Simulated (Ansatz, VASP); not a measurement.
## One calculation of Os, two programs

```
CELL_PARAMETERS angstrom
2.75593 0.00000 0.00000
-1.37796 2.38670 0.00000
0.00000 0.00000 4.34265
ATOMIC_POSITIONS crystal
Os 0.33333 0.66667 0.25000
Os 0.66667 0.33333 0.75000
```

Alike in both runs: task single point; functional PBE; k mesh 13 × 13 × 7; occupations methfessel-paxton of order 1, width 0.3 eV; no spin polarisation.

|  | VASP | Ansatz |
| --- | --- | --- |
| version | VASP 6.6.1 | Ansatz 0.2.0 |
| potentials or method | VASP PAW PBE potentials, release 64 (Os), cutoff 520 eV | plane waves (420 eV) with PAW, scalar-relativistic |
| valence electrons in the cell | 16 | 32 |

VASP gave:

| Property | Result |
| --- | --- |
| pressure (GPa) | -0.4 |
| traceless stress, the component that is largest in VASP (GPa) | -0.24 |

**Question.** What did Ansatz give for the same quantities?

**Answer.** Pressure (GPa): -0.3; traceless stress, the component that is largest in VASP (GPa): -0.16.

VASP's potentials hold 16 valence electrons a cell and Ansatz's 32, so a difference there can come from the potentials and not from the codes.

Neither program's run includes spin-orbit coupling.
